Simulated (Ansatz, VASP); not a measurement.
Two plane-wave programs on AlNi3

The input INCAR:

```
  PREC = Accurate
  ENCUT = 520
  EDIFF = 1E-6
  ISMEAR = -1
  SIGMA = 0.05
  LREAL = False
  LASPH = True
  NELM = 150
  ALGO = Normal
  ISIF = 2
  LWAVE = False
  LCHARG = False
  ISPIN = 2
  MAGMOM = 1 1 1 0
  LORBIT = 11
  LMAXMIX = 4
  GGA = RP
  NBANDS = 28
```

KPOINTS

```
Automatic mesh
0
Gamma
  8 8 8
```

The input POSCAR:

```
AlNi3
1.0
    3.5230547267      0.0000000000      0.0000000000
    0.0000000000      3.5230547267      0.0000000000
    0.0000000000      0.0000000000      3.5230547267
Ni Al
3 1
Direct
    0.5000000000      0.5000000000      0.0000000000
    0.5000000000      0.0000000000      0.5000000000
    0.0000000000      0.5000000000      0.5000000000
    0.0000000000      0.0000000000      0.0000000000
```

input.yaml

```yaml
crystal:
  lattice:
    - [3.5230547267, 0.0, 0.0]
    - [0.0, 3.5230547267, 0.0]
    - [0.0, 0.0, 3.5230547267]
  atoms:
    - { symbol: Ni, position: [0.5, 0.5, 0.0], spin: 1.0 }
    - { symbol: Ni, position: [0.5, 0.0, 0.5], spin: 1.0 }
    - { symbol: Ni, position: [0.0, 0.5, 0.5], spin: 1.0 }
    - { symbol: Al, position: [0.0, 0.0, 0.0] }
hamiltonian:
  xc: rpbe
  pseudopotentials: { kind: paw }
magnetization:
  spin_polarized: true
kpoints:
  mp_grid: { grid: [8, 8, 8] }
  band_path:
    path:
      - [[0.0, 0.0, 0.0], [0.0, 0.5, 0.0], [0.5, 0.5, 0.0], [0.0, 0.0, 0.0], [0.5, 0.5, 0.5], [0.0, 0.5, 0.0]]
      - [[0.5, 0.5, 0.0], [0.5, 0.5, 0.5]]
    npoints: 14
scf:
  occupations: { method: fermi_dirac, width: 0.05 }
  n_extra_bands: 10
output:
  forces: true
  stress: true
  eigenvalues: true
  fatbands: true
  write_density: true
  write_potential: true
  elf: true
  volumetric_format: npy
```

Alike in both runs: functional RPBE; k mesh 8 × 8 × 8; occupations fermi-dirac, width 0.05 eV; collinear spin.

|  | VASP | Ansatz |
| --- | --- | --- |
| version | VASP 6.6.1 | Ansatz 0.2.0 |
| potentials or method | VASP PAW PBE potentials, release 64 (Ni, Al) | Ansatz PAW |
| plane-wave cutoff (eV) | 520 | 420 |
| valence electrons in the cell | 33 | 57 |
| task | single point | band structure |

```csv
,VASP,Ansatz,Ansatz less VASP
gap on the k mesh at the Fermi level (eV),none,none,-
pressure (GPa),12.4,12.3,-0.05
net moment per atom (μB),0.17,0.18,+0.008
size of the moment on the site where the two differ most (μB),0.25,0.27,+0.024
```

VASP's potentials were made for PBE, not for RPBE. Site moments also hang on the region over which each program counts them. A gap of «none» marks a metal or a gap that the smearing closes. VASP's potentials hold 33 valence electrons a cell and Ansatz's 57, so a difference there can come from the potentials and not from the codes.
